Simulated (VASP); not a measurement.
The system is Si3Mo.

```
Si Mo
1.0
     5.04530    0.00000    0.00000
     0.00000    5.04530    0.00000
     0.00000    0.00000    5.04530
Si Mo
6 2
Direct
  0.25000 0.00000 0.50000
  0.50000 0.75000 0.00000
  0.75000 0.00000 0.50000
  0.50000 0.25000 0.00000
  0.00000 0.50000 0.75000
  0.00000 0.50000 0.25000
  0.00000 0.00000 0.00000
  0.50000 0.50000 0.50000
```

The cell was built from a structure type or drawn by symmetry, and may not be a known phase.

* Program: VASP 6.6.1
* Task: relaxation of cell and atoms
* Functional: PBE
* Potentials or basis: VASP PAW PBE potentials, release 64 (Si, Mo_sv)
* Cutoff: 600 eV
* k mesh: 4 × 4 × 4
* Occupations: gaussian, width 0.1 eV
* Spin: no spin polarisation

At the start: pressure -16.9 GPa; volume 16.05 Å³/atom.

Problem. How do energy, volume and symmetry change on relaxing?

Solution. Over 3 steps the energy falls by 125.9 meV/atom and the volume is 13.99 Å³/atom (-12.9 %); space group Pm-3n (No. 223, to 0.1 Å) before and after.

The path:
```tsv
step	energy change (eV)	largest force (eV/Å)	pressure (GPa)	volume (Å³)
1	0.0000	0.0000	-16.90	128.43
2	-0.1580	0.0000	24.91	99.45
3	-1.0070	0.0000	-0.43	111.91
```

Final structure:
```cif
data_structure
_symmetry_space_group_name_H-M 'P 1'
_symmetry_Int_Tables_number 1
_cell_length_a 4.8190
_cell_length_b 4.8190
_cell_length_c 4.8190
_cell_angle_alpha 90.000
_cell_angle_beta 90.000
_cell_angle_gamma 90.000
_cell_volume 111.91
loop_
_atom_site_label
_atom_site_type_symbol
_atom_site_fract_x
_atom_site_fract_y
_atom_site_fract_z
_atom_site_occupancy
Si1 Si 0.25000 0.00000 0.50000 1
Si2 Si 0.50000 0.75000 0.00000 1
Si3 Si 0.75000 0.00000 0.50000 1
Si4 Si 0.50000 0.25000 0.00000 1
Si5 Si 0.00000 0.50000 0.75000 1
Si6 Si 0.00000 0.50000 0.25000 1
Mo1 Mo 0.00000 0.00000 0.00000 1
Mo2 Mo 0.50000 0.50000 0.50000 1
```
